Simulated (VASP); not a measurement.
Runs of VASP 6.6.1 on SnTe (rocksalt type). The structure is that of space group Fm-3m (No. 225), or close to it. The cells are those of the table. 

| cell | pressure (GPa) |
| --- | --- |
| a = 4.036 Å, angles 60.0°, 2 atoms | (a) |
| a = 3.689 Å, angles 60.0°, 2 atoms | 100.2 |
| a = 4.503 Å, angles 60.0°, 2 atoms | 0.0 |
| a = 4.315 Å, angles 60.0°, 2 atoms | 7.5 |
| a = 4.411 Å, angles 60.0°, 2 atoms | (b) |

Alike in all rows: task single point; level r2SCAN; potentials or basis VASP PAW PBE potentials, release 64 (Sn_d, Te); no spin polarisation; k mesh 13 × 13 × 13; cutoff (eV) 520; smearing fermi-dirac 0.08 eV.

Task: Fill in the values left out.

Result: (a) 29.5; (b) 3.1.

Caveats: the PAW data sets were made with another functional, which shifts forces and pressure a little; the cell stands under pressure (at least some runs).
